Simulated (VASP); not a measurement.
# CsH (I4/mmm) in VASP: a series of runs

Runs on CsH. Level: LDA. Tasks: single point.

All numbers are computed with VASP 6.6.1; they aren't measurements. Logs are shortened: lines on timing, memory, paths and dates and some standing lists are left out, and cuts for length are marked.

## Step 1: The cell of the first run

It takes space group I4/mmm (No. 139, tetragonal). Conventional cell: a = 4.148 Å, b = 4.148 Å, c = 6.631 Å, α = 90.00°, β = 90.00°, γ = 90.00°. Within 3.9 Å of Cs (site symmetry 4/mmm) lie 6 H at 2.93 to 3.32 Å. Within 3.9 Å of H (site symmetry 4/mmm) lie 6 Cs at 2.93 to 3.32 Å.

## Step 2: Single point, LDA (strain -0.080 along x and y, +0.040 along z)

Contents of INCAR:

```
SYSTEM = CsH
PREC     = Accurate       ! precision mode
ENCUT    = 520            ! plane-wave cutoff, eV
EDIFF    = 1E-7           ! SCF threshold, eV
ISMEAR   = 0              ! smearing method
SIGMA    = 0.05           ! smearing width, eV
LREAL    = .False.        ! projectors in reciprocal space
LASPH    = .True.         ! aspherical terms in the spheres
NELM     = 80             ! most SCF steps
ALGO     = Normal         ! electronic algorithm
ISIF     = 2              ! what is computed and relaxed
LWAVE    = .False.        ! write WAVECAR
LCHARG   = .False.        ! write CHGCAR
NBANDS   = 12             ! bands
```

Contents of KPOINTS:

```
Automatic mesh
0
Gamma
  8 8 8
  0 0 0
```

Contents of POSCAR:

```
CsH
1.0
    0.0000000000      2.9329600000      3.3155200000
    2.9329600000      0.0000000000      3.3155200000
    2.9329600000      2.9329600000      0.0000000000
Cs H
1 1
Direct
    0.0000000000      0.0000000000      0.0000000000
    0.5000000000      0.5000000000      0.5000000000
```

Potentials or basis: VASP PAW LDA potentials, release 64 (Cs_sv, H).

Run with:

```sh
> cat potpaw_LDA.64/Cs_sv/POTCAR potpaw_LDA.64/H/POTCAR > POTCAR
> mpirun -np 1 vasp_std > vasp.out
```

OUTCAR:

```text
SYSTEM = CsH
   PREC = Accurate
   ENCUT = 520
   EDIFF = 1E-7
   ISMEAR = 0
   LREAL = .False.
   LASPH = .True.
   NELM = 80
   ISIF = 2

 ion  position               nearest neighbor table
   1  0.000  0.000  0.000-
   2  0.500  0.500  0.500-

  LATTYP: Found a body centered tetragonal cell.
 ALAT       =     4.1478318099
 C/A-ratio  =     1.5986762009

  Lattice vectors:

 A1 = (  -2.9329600000,   0.0000000000,   3.3155200000)
 A2 = (   2.9329600000,   0.0000000000,   3.3155200000)
 A3 = (   0.0000000000,   2.9329600000,  -3.3155200000)

Analysis of symmetry for initial positions (statically):
=====================================================================
 Subroutine PRICEL returns:
 Original cell was already a primitive cell.

 Routine SETGRP: Setting up the symmetry group for a
 body centered tetragonal supercell.

 Subroutine GETGRP returns: Found 16 space group operations
 (whereof 16 operations were pure point group operations)
 out of a pool of 16 trial point group operations.

The static configuration has the point symmetry D_4h.

Analysis of symmetry for dynamics (positions and initial velocities):
=====================================================================
 Subroutine PRICEL returns:
 Original cell was already a primitive cell.

 Routine SETGRP: Setting up the symmetry group for a
 body centered tetragonal supercell.

 Subroutine GETGRP returns: Found 16 space group operations
 (whereof 16 operations were pure point group operations)
 out of a pool of 16 trial point group operations.

The dynamic configuration has the point symmetry D_4h.

 Subroutine INISYM returns: Found 16 space group operations
 (whereof 16 operations are pure point group operations),
 and found     1 'primitive' translations

----------------------------------------------------------------------------------------

                                     Primitive cell

  volume of cell :      57.0419

  direct lattice vectors                    reciprocal lattice vectors
     0.000000000  2.932960000  3.315520000    -0.170476242  0.170476242  0.150805907
     2.932960000  0.000000000  3.315520000     0.170476242 -0.170476242  0.150805907
     2.932960000  2.932960000  0.000000000     0.170476242  0.170476242 -0.150805907

  length of vectors
     4.426615776  4.426615776  4.147831810     0.284370744  0.284370744  0.284370744

  position of ions in fractional coordinates (direct lattice)
     0.000000000  0.000000000  0.000000000
     0.500000000  0.500000000  0.500000000

  ion indices of the primitive-cell ions
   primitive index   ion index
                 1           1
                 2           2

----------------------------------------------------------------------------------------

 KPOINTS: Automatic mesh

Automatic generation of k-mesh.
 Grid dimensions read from file:
 generate k-points for:    8    8    8

 Generating k-lattice:

  Cartesian coordinates                     Fractional coordinates (reciprocal lattice)
    -0.021309530  0.021309530  0.018850738     0.125000000  0.000000000  0.000000000
     0.021309530 -0.021309530  0.018850738     0.000000000  0.125000000  0.000000000
     0.021309530  0.021309530 -0.018850738     0.000000000  0.000000000  0.125000000

  Length of vectors
     0.035546343  0.035546343  0.035546343

  Shift w.r.t. Gamma in fractional coordinates (k-lattice)
     0.000000000  0.000000000  0.000000000

 Subroutine IBZKPT returns following result:
 ===========================================

 Found     59 irreducible k-points:

 Following reciprocal coordinates:
            Coordinates               Weight
  0.000000  0.000000  0.000000      1.000000
  0.125000  0.000000  0.000000      8.000000
  0.250000  0.000000  0.000000      8.000000
  0.375000 -0.000000  0.000000      8.000000
  0.500000  0.000000  0.000000      4.000000
  0.125000  0.125000  0.000000      2.000000
[... 16 lines left out ...]
  0.250000  0.000000  0.125000     16.000000
  0.375000 -0.000000  0.125000     16.000000
 [... further k-points ...]
   k-points           NKPTS =     59   k-points in BZ     NKDIM =     59   number of bands    NBANDS=     12
   number of dos      NEDOS =    301   number of ions     NIONS =      2
   total plane-waves  NPLWV =  41472
   dimension x,y,z NGX =    36 NGY =   36 NGZ =   32
   dimension x,y,z NGXF=    72 NGYF=   72 NGZF=   64
   ions per type =               1   1
   NGX,Y,Z   is equivalent  to a cutoff of  13.52, 13.52, 12.83 a.u.
   NGXF,Y,Z  is equivalent  to a cutoff of  27.04, 27.04, 25.65 a.u.
 SYSTEM =  CsH
   PREC   = accura    normal or accurate (medium, high low for compatibility)
   ISTART =      0    job   : 0-new  1-cont  2-samecut
   ICHARG =      2    charge: 1-file 2-atom 10-const
   ISPIN  =      1    spin polarized calculation?
   LNONCOLLINEAR =      F non collinear calculations
   LSORBIT =      F    spin-orbit coupling
   LASPH  =      T    aspherical Exc in radial PAW
   ENCUT  =  520.0 eV  38.22 Ry    6.18 a.u.   8.23  8.23  7.71*2*pi/ulx,y,z
   NELM   =     80;   NELMIN=  2; NELMDL= -5     # of ELM steps
   EDIFF  = 0.1E-06   stopping-criterion for ELM
   LREAL  =      F    real-space projection
   EDIFFG = 0.1E-05   stopping-criterion for IOM
   NSW    =      0    number of steps for IOM
   IBRION =     -1    ionic relax: 0-MD 1-quasi-New 2-CG
   NFREE  =      0    steps in history (QN), initial steepest desc. (CG)
   ISIF   =      2    stress and relaxation
   ISYM   =      2    0-nonsym 1-usesym 2-fastsym
   POTIM  = 0.5000    time-step for ionic-motion
   TEBEG  =    0.0;   TEEND  =   0.0 temperature during run
   PSTRESS=    0.0 pullay stress
   NELECT =      10.0000    total number of electrons
   NUPDOWN=      -1.0000    fix difference up-down
   EMIN   =  10.00;   EMAX   =-10.00  energy-range for DOS
   EFERMI =   0.00;   METHOD = LEGACY
   ISMEAR =     0;   SIGMA  =   0.05  broadening in eV -4-tet -1-fermi 0-gaus
   EFERMI_NEDOS =   21; number of points for ismear=-14 and -15
   IALGO  =     38    algorithm
   IMIX   =      4    mixing-type and parameters
     AMIX     =   0.40;   BMIX     =  1.00
     AMIX_MAG =   1.60;   BMIX_MAG =  1.00
  volume/ion in A,a.u.               =      28.52       192.47
  Fermi-wavevector in a.u.,A,eV,Ry     =   0.916242  1.731446 11.422082  0.839499
  Thomas-Fermi vector in A             =   2.041075
   LORBIT       =      0    0 simple, 1 ext, 2 COOP (PROOUT), +10 PAW based schemes
   GGA     = CA    functional components
   LHFCALC =     F    Hartree Fock is set to
   AEXX    =    0.0000 exact exchange contribution
   IVDW    =     0    specifies the selected vdW correction
   LEPSILON=     F    determine dielectric tensor
   LRPA    =     F    only Hartree local field effects (RPA)
 non-spin polarized calculation
 Gauss-broadening in eV      SIGMA  =   0.05
  energy-cutoff  :      520.00
  volume of cell :       57.04
 maximum number of plane-waves:      1553
 NGX is ok and might be reduce to    36
   NGX = 17   NGY = 17   NGZ = 15

 number of electron      10.0000000 magnetization

 number of electron       9.9999999 magnetization

 Free energy of the ion-electron system (eV)
  ---------------------------------------------------
  ext. energy  EPLUGINS =         0.00000000
  ---------------------------------------------------
  free energy    TOTEN  =        -4.87198065 eV

  energy without entropy =       -4.87198065  energy(sigma->0) =       -4.87198065

 E-fermi :   1.0792     XC(G=0):  -7.9841

 val. band max:        0.8044126912   @ k =   0.5000   0.0000   0.0000
 cond. band min:       2.4470966889   @ k =   0.5000   0.0000   0.0000
 fundamental gap:      1.6426839977
 Fermi energy:         1.0791646084

 k-point     1 :       0.0000    0.0000    0.0000
  band No.  band energies     occupation
      1     -20.8249      2.00000
      2      -7.2185      2.00000
      3      -7.0555      2.00000
      4      -7.0555      2.00000
      5      -1.4292      2.00000
      6       5.2532      0.00000
      7       5.6543      0.00000
      8       5.9669      0.00000
      9       5.9669      0.00000
     10       8.2792      0.00000
     11       8.5296      0.00000
     12       9.4065      0.00000

 k-point     2 :       0.1250    0.0000    0.0000
  band No.  band energies     occupation
      1     -20.8052      2.00000
      2      -7.3466      2.00000
      3      -7.1873      2.00000
      4      -7.0624      2.00000
      5      -1.1074      2.00000
      6       5.0362      0.00000
      7       5.4072      0.00000
      8       5.9454      0.00000
      9       6.1291      0.00000
     10       7.7386      0.00000
     11       7.9491      0.00000
     12      10.0061      0.00000

 k-point     3 :       0.2500    0.0000    0.0000
  band No.  band energies     occupation
      1     -20.7569      2.00000
      2      -7.8027      2.00000
      3      -7.2876      2.00000
      4      -7.0788      2.00000
      5      -0.3719      2.00000
      6       3.9106      0.00000
      7       5.3197      0.00000
      8       6.2302      0.00000
      9       6.3993      0.00000
     10       7.6109      0.00000
     11       7.6455      0.00000
     12      11.3649      0.00000
[... 286 lines left out ...]
 k-point    23 :       0.2500    0.0000    0.1250
  band No.  band energies     occupation
      1     -20.7541      2.00000
      2      -7.6911      2.00000
      3      -7.3153      2.00000
      4      -7.1836      2.00000
      5      -0.4364      2.00000
      6       4.3804      0.00000
      7       5.1843      0.00000
      8       5.7748      0.00000
      9       6.6724      0.00000
     10       6.8435      0.00000
     11       8.5173      0.00000
     12      11.0729      0.00000

 k-point    24 :       0.3750   -0.0000    0.1250
  band No.  band energies     occupation
      1     -20.7052      2.00000
      2      -8.0977      2.00000
      3      -7.3887      2.00000
      4      -7.2052      2.00000
      5       0.1424      2.00000
      6       3.3999      0.00000
      7       5.0846      0.00000
      8       5.6488      0.00000
      9       7.0112      0.00000
     10       8.1236      0.00000
     11       9.1192      0.00000
     12      12.0945      0.00000

 [... further k-points ...]
[... 5 lines left out ...]
  --------------------------------------------------------------------------------------
  -------------------------------------------------------------------------------------
  Total        0.5563812      0.5563812     -0.6363414      0.0000000      0.0000000      0.0000000
  in kB       15.6274845     15.6274845    -17.8733873      0.0000000      0.0000000      0.0000000
  external PRESSURE =       4.4605272 kB  Pullay stress =       0.0000000 kB

 VOLUME and BASIS-vectors are now :
 -----------------------------------------------------------------------------
  energy-cutoff  :      520.00
  volume of cell :       57.04
      direct lattice vectors                 reciprocal lattice vectors
     0.000000000  2.932960000  3.315520000    -0.170476242  0.170476242  0.150805907
     2.932960000  0.000000000  3.315520000     0.170476242 -0.170476242  0.150805907
     2.932960000  2.932960000  0.000000000     0.170476242  0.170476242 -0.150805907

 POSITION                                       TOTAL-FORCE (eV/Angst)
 -----------------------------------------------------------------------------------
      0.00000      0.00000      0.00000        -0.000000     -0.000000      0.000000
      2.93296      2.93296      3.31552         0.000000      0.000000     -0.000000
 -----------------------------------------------------------------------------------
    total drift:                               -0.000000      0.000000      0.000000

  FREE ENERGIE OF THE ION-ELECTRON SYSTEM (eV)
  ---------------------------------------------------
  free  energy   TOTEN  =        -4.8719806482 eV

  energy  without entropy=       -4.8719806482  energy(sigma->0) =       -4.87198065
```

Run time: 23 s. Hardware: 1 thread of AMD EPYC 9R14 (Zen 4), shared host; peak memory 0.15 GiB.

Results:

```yaml
Free_energy: -4.8720 eV
Pressure: 0.4 GPa
Band_gap_on_the_k_mesh: 1.64 eV, direct
```

Stress tensor (GPa, compression positive):
```
 1.56  0.00  0.00
 0.00  1.56  0.00
 0.00  0.00 -1.79
```

Caveat: the cell differs from its parent crystal (strain -0.080 along x and y, +0.040 along z); spin-orbit coupling is left out, which moves the levels of the heavy elements. A k mesh can miss the band edges.

(Continued in part 2 of 2.)
